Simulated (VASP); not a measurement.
Set up this calculation in VASP 6.6.1, as the native input.

```yaml
Task: relaxation of cell and atoms
Functional: PBE
Potentials_or_basis: VASP PAW PBE potentials, release 64 (Hf_pv, C)
Cutoff: 600 eV
k_mesh: 13 × 13 × 13
Occupations: fermi-dirac, width 0.05 eV
Spin: no spin polarisation
Target_pressure: 20 GPa
Dipole_correction: no
Further_INCAR_settings: ALGO = Normal; EDIFF = 1e-06; IBRION = 2; EDIFFG = -0.005; NSW = 60; ISIF = 3
```

The structure of HfC (CsCl type) lies in POSCAR:

```
HfC
1.0
    2.8008260595      0.0000000000      0.0000000000
    0.0000000000      2.8008260595      0.0000000000
    0.0000000000      0.0000000000      2.8008260595
Hf C
1 1
Direct
    0.0000000000      0.0000000000      0.0000000000
    0.5000000000      0.5000000000      0.5000000000
```

These files were run (other wordings do the same):

INCAR

```
PREC = Accurate
ENCUT = 600
EDIFF = 1E-6
ISMEAR = -1
SIGMA = 0.05
LREAL = False
LASPH = True
NELM = 60
ALGO = Normal
ISIF = 3
LWAVE = False
LCHARG = False
GGA = PE
IBRION = 2
NSW = 60
EDIFFG = -0.005
PSTRESS = 200.0
```

KPOINTS

```
Automatic mesh
0
Gamma
  13 13 13
```

Potentials or basis: VASP PAW PBE potentials, release 64 (Hf_pv, C).

Launch:

```sh
$ cat potpaw_PBE.64/Hf_pv/POTCAR potpaw_PBE.64/C/POTCAR > POTCAR
$ mpirun -np 1 vasp_std > vasp.out
```

Results of the run:

* Relaxed volume: 11.17 Å³/atom
* Relaxed cell: a = 2.816 Å, b = 2.816 Å, c = 2.816 Å, α = 90.00°, β = 90.00°, γ = 90.00°
* Space group after relaxing (to 0.05 Å): Pm-3m (No. 221)
* Energy change on relaxing (the enthalpy is what falls): -25.2 meV/atom
* Ionic steps: 3
* Pressure after relaxing: 20.0 GPa
* Band gap on the k mesh: zero (band 7 reaches 8.55 eV, above the bottom of band 8 at 6.40 eV)

Caveat: the cell is relaxed towards a set pressure, so the enthalpy falls and the energy may rise; spin-orbit coupling is left out, which moves the levels of the heavy elements.

Run time: 51 s on 1 thread of Intel Xeon 8259CL (shared host), peak memory 0.17 GiB.
